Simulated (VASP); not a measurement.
# Hf (P6_3/mmc) in VASP: a series of runs

Hf is run at these levels: PBEsol; tasks: single point.

All numbers are computed with VASP 6.6.1; they aren't measurements. Logs are shortened: lines on timing, memory, paths and dates and some standing lists are left out, and cuts for length are marked.

### Step 1. The cell of the first run

Symmetry: P6_3/mmc, No. 194, hexagonal system. Conventional cell: a = 3.158 Å, b = 3.158 Å, c = 5.002 Å, α = 90.00°, β = 90.00°, γ = 120.00°. Within 4.1 Å of Hf (site symmetry -6m2) lie 12 Hf at 3.10 to 3.16 Å.

### Step 2. Single point, PBEsol

INCAR reads:

```
ALGO = Normal
EDIFF = 1E-6
ENCUT = 520
GGA = PS
ISIF = 2
ISMEAR = -1
LASPH = True
LCHARG = False
LREAL = False
LWAVE = False
NBANDS = 17
NELM = 60
PREC = Accurate
SIGMA = 0.08
```

KPOINTS reads:

```
k-points
0
Gamma
  12 12 7
```

POSCAR reads:

```
Hf
1.0
    1.5792252233     -2.7352983234      0.0000000000
    1.5792252233      2.7352983234      0.0000000000
    0.0000000000      0.0000000000      5.0018008121
Hf
2
Direct
    0.6666666670      0.3333333330      0.2500000000
    0.3333333330      0.6666666670      0.7500000000
```

Potentials or basis: VASP PAW PBE potentials, release 64 (Hf_pv).

Command:

```bash
> cat potpaw_PBE.64/Hf_pv/POTCAR > POTCAR
> mpirun -np 1 vasp_std > vasp.out
```

OUTCAR:

```text
EDIFF = 1E-6
   ENCUT = 520
   GGA = PS
   ISIF = 2
   ISMEAR = -1
   LASPH = True
   LREAL = False
   NELM = 60
   PREC = Accurate

 ion  position               nearest neighbor table
   1  0.667  0.333  0.250-   2 3.10   2 3.10   2 3.10   2 3.10   2 3.10   2 3.10
   2  0.333  0.667  0.750-   1 3.10   1 3.10   1 3.10   1 3.10   1 3.10   1 3.10

  LATTYP: Found a hexagonal cell.
 ALAT       =     3.1584504466
 C/A-ratio  =     1.5836249125

  Lattice vectors:

 A1 = (   1.5792252233,  -2.7352983234,   0.0000000000)
 A2 = (   1.5792252233,   2.7352983234,   0.0000000000)
 A3 = (   0.0000000000,   0.0000000000,   5.0018008121)

Analysis of symmetry for initial positions (statically):
=====================================================================
 Subroutine PRICEL returns:
 Original cell was already a primitive cell.

 Routine SETGRP: Setting up the symmetry group for a
 hexagonal supercell.

 Subroutine GETGRP returns: Found 24 space group operations
 (whereof 12 operations were pure point group operations)
 out of a pool of 24 trial point group operations.

The static configuration has the point symmetry D_3d.
 The point group associated with its full space group is D_6h.

Analysis of symmetry for dynamics (positions and initial velocities):
=====================================================================
 Subroutine PRICEL returns:
 Original cell was already a primitive cell.

 Routine SETGRP: Setting up the symmetry group for a
 hexagonal supercell.

 Subroutine GETGRP returns: Found 24 space group operations
 (whereof 12 operations were pure point group operations)
 out of a pool of 24 trial point group operations.

The dynamic configuration has the point symmetry D_3d.
 The point group associated with its full space group is D_6h.

 Subroutine INISYM returns: Found 24 space group operations
 (whereof 12 operations are pure point group operations),
 and found     1 'primitive' translations

----------------------------------------------------------------------------------------

                                     Primitive cell

  volume of cell :      43.2121

  direct lattice vectors                    reciprocal lattice vectors
     1.579225223 -2.735298323  0.000000000     0.316610951 -0.182795418  0.000000000
     1.579225223  2.735298323  0.000000000     0.316610951  0.182795418  0.000000000
     0.000000000  0.000000000  5.001800812     0.000000000  0.000000000  0.199927993

  length of vectors
     3.158450447  3.158450447  5.001800812     0.365590836  0.365590836  0.199927993

  position of ions in fractional coordinates (direct lattice)
     0.666666667  0.333333333  0.250000000
     0.333333333  0.666666667  0.750000000

  ion indices of the primitive-cell ions
   primitive index   ion index
                 1           1
                 2           2

----------------------------------------------------------------------------------------

 KPOINTS: k-points

Automatic generation of k-mesh.
 Grid dimensions read from file:
 generate k-points for:   12   12    7

 Generating k-lattice:

  Cartesian coordinates                     Fractional coordinates (reciprocal lattice)
     0.026384246 -0.015232951  0.000000000     0.083333333  0.000000000  0.000000000
     0.026384246  0.015232951  0.000000000     0.000000000  0.083333333  0.000000000
     0.000000000  0.000000000  0.028561142     0.000000000  0.000000000  0.142857143

  Length of vectors
     0.030465903  0.030465903  0.028561142

  Shift w.r.t. Gamma in fractional coordinates (k-lattice)
     0.000000000  0.000000000  0.000000000

 Subroutine IBZKPT returns following result:
 ===========================================

 Found     76 irreducible k-points:

 Following reciprocal coordinates:
            Coordinates               Weight
  0.000000  0.000000  0.000000      1.000000
  0.083333  0.000000  0.000000      6.000000
  0.166667  0.000000  0.000000      6.000000
  0.250000  0.000000  0.000000      6.000000
  0.333333  0.000000  0.000000      6.000000
  0.416667  0.000000  0.000000      6.000000
[... 16 lines left out ...]
  0.250000  0.000000  0.142857     12.000000
  0.333333  0.000000  0.142857     12.000000
 [... further k-points ...]
   k-points           NKPTS =     76   k-points in BZ     NKDIM =     76   number of bands    NBANDS=     17
   number of dos      NEDOS =    301   number of ions     NIONS =      2
   total plane-waves  NPLWV =  23040
   dimension x,y,z NGX =    24 NGY =   24 NGZ =   40
   dimension x,y,z NGXF=    48 NGYF=   48 NGZF=   80
   ions per type =               2
   NGX,Y,Z   is equivalent  to a cutoff of  12.63, 12.63, 13.29 a.u.
   NGXF,Y,Z  is equivalent  to a cutoff of  25.26, 25.26, 26.59 a.u.
 SYSTEM =  unknown system
   PREC   = accura    normal or accurate (medium, high low for compatibility)
   ISTART =      0    job   : 0-new  1-cont  2-samecut
   ICHARG =      2    charge: 1-file 2-atom 10-const
   ISPIN  =      1    spin polarized calculation?
   LNONCOLLINEAR =      F non collinear calculations
   LSORBIT =      F    spin-orbit coupling
   LASPH  =      T    aspherical Exc in radial PAW
   ENCUT  =  520.0 eV  38.22 Ry    6.18 a.u.   5.87  5.87  9.30*2*pi/ulx,y,z
   NELM   =     60;   NELMIN=  2; NELMDL= -5     # of ELM steps
   EDIFF  = 0.1E-05   stopping-criterion for ELM
   LREAL  =      F    real-space projection
   EDIFFG = 0.1E-04   stopping-criterion for IOM
   NSW    =      0    number of steps for IOM
   IBRION =     -1    ionic relax: 0-MD 1-quasi-New 2-CG
   NFREE  =      0    steps in history (QN), initial steepest desc. (CG)
   ISIF   =      2    stress and relaxation
   ISYM   =      2    0-nonsym 1-usesym 2-fastsym
   POTIM  = 0.5000    time-step for ionic-motion
   TEBEG  =    0.0;   TEEND  =   0.0 temperature during run
   PSTRESS=    0.0 pullay stress
   NELECT =      20.0000    total number of electrons
   NUPDOWN=      -1.0000    fix difference up-down
   EMIN   =  10.00;   EMAX   =-10.00  energy-range for DOS
   EFERMI =   0.00;   METHOD = LEGACY
   ISMEAR =    -1;   SIGMA  =   0.08  broadening in eV -4-tet -1-fermi 0-gaus
   EFERMI_NEDOS =   21; number of points for ismear=-14 and -15
   IALGO  =     38    algorithm
   IMIX   =      4    mixing-type and parameters
     AMIX     =   0.40;   BMIX     =  1.00
     AMIX_MAG =   1.60;   BMIX_MAG =  1.00
  volume/ion in A,a.u.               =      21.61       145.80
  Fermi-wavevector in a.u.,A,eV,Ry     =   1.266338  2.393033 21.818479  1.603613
  Thomas-Fermi vector in A             =   2.399544
   LORBIT       =      0    0 simple, 1 ext, 2 COOP (PROOUT), +10 PAW based schemes
   GGA     = PS    functional components
   LHFCALC =     F    Hartree Fock is set to
   AEXX    =    0.0000 exact exchange contribution
   IVDW    =     0    specifies the selected vdW correction
   LEPSILON=     F    determine dielectric tensor
   LRPA    =     F    only Hartree local field effects (RPA)
 non-spin polarized calculation
  energy-cutoff  :      520.00
  volume of cell :       43.21
 maximum number of plane-waves:      1182
 NGX is ok and might be reduce to    24
   NGX = 11   NGY = 11   NGZ = 19

 number of electron      19.9999996 magnetization

 Free energy of the ion-electron system (eV)
  ---------------------------------------------------
  ext. energy  EPLUGINS =         0.00000000
  ---------------------------------------------------
  free energy    TOTEN  =       -21.02219812 eV

  energy without entropy =      -20.98714023  energy(sigma->0) =      -21.00466917

 E-fermi :   4.9939     XC(G=0): -11.5515

 val. band max:        4.9844797937   @ k =   0.1667   0.0000   0.1429
 cond. band min:       5.0004666890   @ k =   0.0000   0.0000   0.4286
 fundamental gap:      0.0159868953
 Fermi energy:         4.9939117467

 k-point     1 :       0.0000    0.0000    0.0000
  band No.  band energies     occupation
      1     -26.0028      2.00000
      2     -25.1680      2.00000
      3     -25.1680      2.00000
      4     -25.0250      2.00000
      5     -25.0250      2.00000
      6     -25.0236      2.00000
[... 9 lines left out ...]
     16       7.7019      0.00000
     17      10.5201      0.00000

 k-point     2 :       0.0833    0.0000    0.0000
  band No.  band energies     occupation
      1     -25.9825      2.00000
      2     -25.2117      2.00000
      3     -25.1826      2.00000
      4     -25.0712      2.00000
      5     -25.0329      2.00000
      6     -25.0308      2.00000
[... 9 lines left out ...]
     16       7.4943      0.00000
     17      10.6904      0.00000

 k-point     3 :       0.1667    0.0000    0.0000
  band No.  band energies     occupation
      1     -25.9244      2.00000
      2     -25.3311      2.00000
      3     -25.2212      2.00000
      4     -25.1938      2.00000
      5     -25.0609      2.00000
      6     -25.0477      2.00000
[... 9 lines left out ...]
     16       7.8043      0.00000
     17      11.0414      0.00000

 k-point     4 :       0.2500    0.0000    0.0000
  band No.  band energies     occupation
      1     -25.8364      2.00000
      2     -25.4941      2.00000
      3     -25.3534      2.00000
      4     -25.2715      2.00000
      5     -25.1074      2.00000
      6     -25.0727      2.00000
[... 9 lines left out ...]
     16       8.7043      0.00000
     17      11.3639      0.00000

 k-point     5 :       0.3333    0.0000    0.0000
  band No.  band energies     occupation
      1     -25.7323      2.00000
      2     -25.6562      2.00000
      3     -25.5053      2.00000
      4     -25.3198      2.00000
      5     -25.1698      2.00000
      6     -25.0990      2.00000
[... 9 lines left out ...]
     16       9.8156      0.00000
     17      11.5790      0.00000

 k-point     6 :       0.4167    0.0000    0.0000
  band No.  band energies     occupation
      1     -25.7739      2.00000
      2     -25.6346      2.00000
      3     -25.6123      2.00000
      4     -25.3543      2.00000
      5     -25.2369      2.00000
      6     -25.1188      2.00000
[... 9 lines left out ...]
     16      10.9394      0.00000
     17      11.6905      0.00000

 k-point     7 :       0.5000    0.0000    0.0000
  band No.  band energies     occupation
      1     -25.8167      2.00000
      2     -25.6507      2.00000
      3     -25.5884      2.00000
      4     -25.3667      2.00000
      5     -25.2719      2.00000
      6     -25.1261      2.00000
[... 9 lines left out ...]
     16      11.7237      0.00000
     17      12.2301      0.00000

 k-point     8 :       0.0833    0.0833    0.0000
  band No.  band energies     occupation
      1     -25.9433      2.00000
      2     -25.2845      2.00000
      3     -25.2290      2.00000
      4     -25.1384      2.00000
      5     -25.0515      2.00000
      6     -25.0483      2.00000
[... 9 lines left out ...]
     16       7.6761      0.00000
     17      10.8899      0.00000
[... 203 lines left out ...]
      1     -25.6970      2.00000
      2     -25.5467      2.00000
      3     -25.5467      2.00000
      4     -25.4195      2.00000
      5     -25.4195      2.00000
      6     -25.3831      2.00000
[... 9 lines left out ...]
     16      10.9355      0.00000
     17      10.9373      0.00000

 k-point    20 :       0.0000    0.0000    0.1429
  band No.  band energies     occupation
      1     -25.9578      2.00000
      2     -25.1610      2.00000
      3     -25.1610      2.00000
      4     -25.0760      2.00000
      5     -25.0322      2.00000
      6     -25.0322      2.00000
[... 9 lines left out ...]
     16       8.0169      0.00000
     17      10.6019      0.00000

 k-point    21 :       0.0833    0.0000    0.1429
  band No.  band energies     occupation
      1     -25.9401      2.00000
      2     -25.2034      2.00000
      3     -25.1752      2.00000
      4     -25.1156      2.00000
      5     -25.0459      2.00000
      6     -25.0384      2.00000
[... 9 lines left out ...]
     16       7.8925      0.00000
     17      10.7408      0.00000

 k-point    22 :       0.1667    0.0000    0.1429
  band No.  band energies     occupation
      1     -25.8907      2.00000
      2     -25.3189      2.00000
      3     -25.2323      2.00000
      4     -25.2127      2.00000
      5     -25.0727      2.00000
      6     -25.0564      2.00000
[... 9 lines left out ...]
     16       7.9190      0.00000
     17      11.0165      0.00000

 k-point    23 :       0.2500    0.0000    0.1429
  band No.  band energies     occupation
      1     -25.8231      2.00000
      2     -25.4712      2.00000
      3     -25.3863      2.00000
      4     -25.2618      2.00000
      5     -25.1125      2.00000
      6     -25.0827      2.00000
[... 9 lines left out ...]
     16       8.6253      0.00000
     17      11.2575      0.00000

 k-point    24 :       0.3333    0.0000    0.1429
  band No.  band energies     occupation
      1     -25.7809      2.00000
      2     -25.5933      2.00000
      3     -25.5235      2.00000
      4     -25.3091      2.00000
      5     -25.1651      2.00000
      6     -25.1101      2.00000
[... 9 lines left out ...]
     16       9.6601      0.00000
     17      11.4220      0.00000

 [... further k-points ...]

------------------------ aborting loop because EDIFF is reached ----------------------------------------

  FORCE on cell =-STRESS in cart. coord.  units (eV):
  Direction    XX          YY          ZZ          XY          YZ          ZX
  --------------------------------------------------------------------------------------
  -------------------------------------------------------------------------------------
  Total       -0.0735889     -0.0735889     -0.1006247      0.0000000     -0.0000000      0.0000000
  in kB       -2.7284612     -2.7284612     -3.7308681      0.0000000     -0.0000000      0.0000000
  external PRESSURE =      -3.0625969 kB  Pullay stress =       0.0000000 kB

 VOLUME and BASIS-vectors are now :
 -----------------------------------------------------------------------------
  energy-cutoff  :      520.00
  volume of cell :       43.21
      direct lattice vectors                 reciprocal lattice vectors
     1.579225223 -2.735298323  0.000000000     0.316610951 -0.182795418  0.000000000
     1.579225223  2.735298323  0.000000000     0.316610951  0.182795418  0.000000000
     0.000000000  0.000000000  5.001800812     0.000000000  0.000000000  0.199927993

 POSITION                                       TOTAL-FORCE (eV/Angst)
 -----------------------------------------------------------------------------------
      1.57923     -0.91177      1.25045        -0.000000     -0.000000      0.000000
      1.57923      0.91177      3.75135         0.000000      0.000000      0.000000
 -----------------------------------------------------------------------------------
    total drift:                               -0.000000      0.000000     -0.000000

  FREE ENERGIE OF THE ION-ELECTRON SYSTEM (eV)
  ---------------------------------------------------
  free  energy   TOTEN  =       -21.0221981168 eV

  energy  without entropy=      -20.9871402276  energy(sigma->0) =      -21.00466917
```

Wall time 50 s (1 thread of Intel Xeon 8259CL, shared host); peak memory 0.19 GiB.

What came out:

```
Free energy            : -21.0222 eV
Pressure               : -0.3 GPa
Band gap on the k mesh : zero (bands 10 and 11 overlap by 1.46 eV)
```

Stress tensor (GPa, compression positive):
```
-0.27  0.00  0.00
 0.00 -0.27  0.00
 0.00  0.00 -0.37
```

Caveat: the PAW data sets were made with another functional, which shifts forces and pressure a little; spin-orbit coupling is left out, which moves the levels of the heavy elements.

### Step 3. Single point, PBEsol

INCAR reads:

```
SYSTEM = Hf
ALGO = Normal
EDIFF = 1E-7
ENCUT = 520
GGA = PS
ISIF = 2
ISMEAR = -1
LASPH = .TRUE.
LCHARG = .TRUE.
LELF = .TRUE.
LREAL = .FALSE.
LVHAR = .TRUE.
LWAVE = .FALSE.
NBANDS = 17
NELM = 100
PREC = Accurate
SIGMA = 0.08
```

KPOINTS reads:

```
k-points
0
G
  12 12 7
  0 0 0
```

POSCAR is that of step 2.

Potentials or basis: VASP PAW PBE potentials, release 64 (Hf_pv).

Command:

```bash
> cat potpaw_PBE.64/Hf_pv/POTCAR > POTCAR
> mpirun -np 1 vasp_std > vasp.out
```

It took 60 s on 1 thread of Intel Xeon 8259CL, shared host; peak memory 0.19 GiB.

Results (log left out):

| Quantity | Value |
| --- | --- |
| Free energy | -21.0222 eV |
| Pressure | -0.3 GPa |
| Band gap on the k mesh | zero (bands 10 and 11 overlap by 1.46 eV) |

Stress tensor (GPa, compression positive):
```
-0.30  0.00  0.00
 0.00 -0.30  0.00
 0.00  0.00 -0.39
```

Levels at points of the mesh, in eV from the Fermi level:
```
           k point  band 7  band 8  band 9  band 10  band 11  band 12  band 13  band 14
(0.00, 0.00, 0.00)   -7.50   -3.82    0.80     1.18     1.18     1.47     2.04     2.04
(0.50, 0.00, 0.00)   -3.41   -2.87   -2.33    -0.71     0.78     0.91     1.74     6.13
```

Caveat: the PAW data sets were made with another functional, which shifts forces and pressure a little; spin-orbit coupling is left out, which moves the levels of the heavy elements.
